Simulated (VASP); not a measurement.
The system is W3N4.

```xyz
7
Lattice="4.1220 0.0000 0.0000 0.0000 4.1220 0.0000 0.0000 0.0000 4.1220" Properties=species:S:1:pos:R:3 pbc="T T T"
W     2.0610    2.0610    0.0000
W     0.0000    2.0610    2.0610
W     2.0610    0.0000    2.0610
N     2.0610    2.0610    2.0610
N     2.0610    0.0000    0.0000
N     0.0000    2.0610    0.0000
N     0.0000    0.0000    2.0610
```

| Item | Value |
| --- | --- |
| Program | VASP 6.6.1 |
| Task | relaxation of cell and atoms |
| Functional | PBE |
| Potentials or basis | VASP PAW PBE potentials, release 64 (W_sv, N) |
| Cutoff | 600 eV |
| k mesh | 4 × 4 × 4 |
| Occupations | gaussian, width 0.1 eV |
| Spin | no spin polarisation |

At the start: pressure 30.3 GPa; volume 10.01 Å³/atom.

Q: Where does the relaxation end?

A: Over 4 steps the energy falls by 68.3 meV/atom and the volume is 10.79 Å³/atom (+7.8 %); space group Pm-3m (No. 221, to 0.1 Å) before and after.

Step by step:
```tsv
step	energy change (eV)	largest force (eV/Å)	pressure (GPa)	volume (Å³)
1	0.0000	0.0000	30.31	70.04
2	1.9618	0.0000	-42.16	91.03
3	-0.4757	0.0000	-1.79	75.86
4	-0.4781	0.0000	-0.23	75.50
```

Final structure:
```
CELL_PARAMETERS angstrom
4.22650 0.00000 0.00000
0.00000 4.22650 0.00000
0.00000 0.00000 4.22650
ATOMIC_POSITIONS crystal
W 0.50000 0.50000 0.00000
W 0.00000 0.50000 0.50000
W 0.50000 0.00000 0.50000
N 0.50000 0.50000 0.50000
N 0.50000 0.00000 0.00000
N 0.00000 0.50000 0.00000
N 0.00000 0.00000 0.50000
```

Caveat: the k points lie up to 0.37 Å⁻¹ apart in the final cell, too coarse for converged energies and pressures of a metal.
